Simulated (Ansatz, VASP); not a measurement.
One calculation of Si3Se2, two programs

File INCAR:

```
SYSTEM = Si3Se2
PREC     = Accurate       ! precision mode
ENCUT    = 600            ! plane-wave cutoff, eV
EDIFF    = 1E-7           ! SCF threshold, eV
ISMEAR   = 0              ! smearing method
SIGMA    = 0.2            ! smearing width, eV
LREAL    = .FALSE.        ! projectors in reciprocal space
LASPH    = .TRUE.         ! aspherical terms in the spheres
NELM     = 80             ! most SCF steps
ALGO     = Normal         ! electronic algorithm
ISIF     = 3              ! what is computed and relaxed
LWAVE    = .FALSE.        ! write WAVECAR
LCHARG   = .FALSE.        ! write CHGCAR
GGA      = PE             ! functional
IBRION   = 2              ! ionic algorithm
NSW      = 36             ! ionic steps
EDIFFG   = -0.08          ! ionic threshold
```

KPOINTS

```
Automatic mesh
0
G
  4 4 2
  0 0 0
```

Contents of POSCAR:

```
Si3Se2
1.0
    3.8400000000      0.0000000000      0.0000000000
    0.0000000000      3.8400000000      0.0000000000
    0.0000000000      0.0000000000      8.7000000000
Si Se
3 2
Direct
    0.0000000000      0.5000000000      0.1560000000
    0.5000000000      0.0000000000      0.8440000000
    0.0000000000      0.0000000000      0.0000000000
    0.5000000000      0.5000000000      0.3020000000
    0.5000000000      0.5000000000      0.6980000000
```

Input for Ansatz:

```yaml
crystal:
  lattice:
    - [3.84, 0.0, 0.0]
    - [0.0, 3.84, 0.0]
    - [0.0, 0.0, 8.7]
  atoms:
    - { symbol: Si, position: [0.0, 0.5, 0.156] }
    - { symbol: Si, position: [0.5, 0.0, 0.844] }
    - { symbol: Si, position: [0.0, 0.0, 0.0] }
    - { symbol: Se, position: [0.5, 0.5, 0.302] }
    - { symbol: Se, position: [0.5, 0.5, 0.698] }
basis:
  ecutwfc: 420
kpoints:
  mp_grid: { grid: [4, 4, 2] }
hamiltonian:
  xc: pbe
scf:
  occupations: { method: gaussian, width: 0.2 }
  lower_state_search: "off"
output:
  forces: true
  stress: true
  eigenvalues: true
relax:
  adjacent_minimum: "off"
  f_tol: 0.08
  max_steps: 16
  cell: { stress_tol: 0.8 }
```

Alike in both runs: task relaxation of cell and atoms; functional PBE; k mesh 4 × 4 × 2; occupations gaussian, width 0.2 eV; no spin polarisation.

```csv
,VASP,Ansatz
version,VASP 6.6.1,Ansatz 0.2.0
potentials or method,"VASP PAW PBE potentials, release 64 (Si, Se), cutoff 600 eV","scalar-relativistic, plane waves, PAW"
valence electrons in the cell,24,44
```

VASP gave:

| Property | Result |
| --- | --- |
| gap on the k mesh at the Fermi level, each at its own relaxed structure (eV) | none |
| relaxed volume (Å³/atom) | 27.88 |
| relaxed cell length with the largest relative difference (Å) | 9.773 |

Question: Estimate Ansatz's values.

Answer: gap on the k mesh at the Fermi level, each at its own relaxed structure (eV): none; relaxed volume (Å³/atom): 27.42; relaxed cell length with the largest relative difference (Å): 9.619.

A gap of «none» marks a metal or a gap that the smearing closes. VASP's potentials hold 24 valence electrons a cell and Ansatz's 44, so a difference there can come from the potentials and not from the codes.

The k mesh is coarse, so the values compare programs but aren't converged.
